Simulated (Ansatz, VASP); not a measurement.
K2S in VASP and in Ansatz

```
CELL_PARAMETERS angstrom
3.69550 3.69550 0.00000
-3.69550 3.69550 0.00000
0.00000 3.69550 3.69550
ATOMIC_POSITIONS crystal
K 0.25000 0.75000 0.50000
K 0.75000 0.25000 0.50000
S 0.00000 0.00000 0.00000
```

Alike in both runs: task relaxation of cell and atoms; functional r2SCAN; k mesh 10 × 10 × 10; occupations fermi-dirac, width 0.08 eV; no spin polarisation.

|  | VASP | Ansatz |
| --- | --- | --- |
| version | VASP 6.6.1 | Ansatz 0.2.0 |
| potentials or method | VASP PAW PBE potentials, release 64 (K_sv, S) | PAW with Ansatz's default frozen-core files, scalar-relativistic |
| plane-wave cutoff (eV) | 550 | 500 |
| valence electrons in the cell | 24 | 24 |

Ansatz gave:

```
relaxed volume (Å³/atom)                                                      : 33.85
relaxed length of the cell vector where the two differ most in proportion (Å) : 5.237
```

Problem. Estimate VASP's values.

Solution. Relaxed volume (Å³/atom): 33.89; relaxed length of the cell vector where the two differ most in proportion (Å): 5.239.

VASP's potentials were made for PBE, not for r2SCAN.
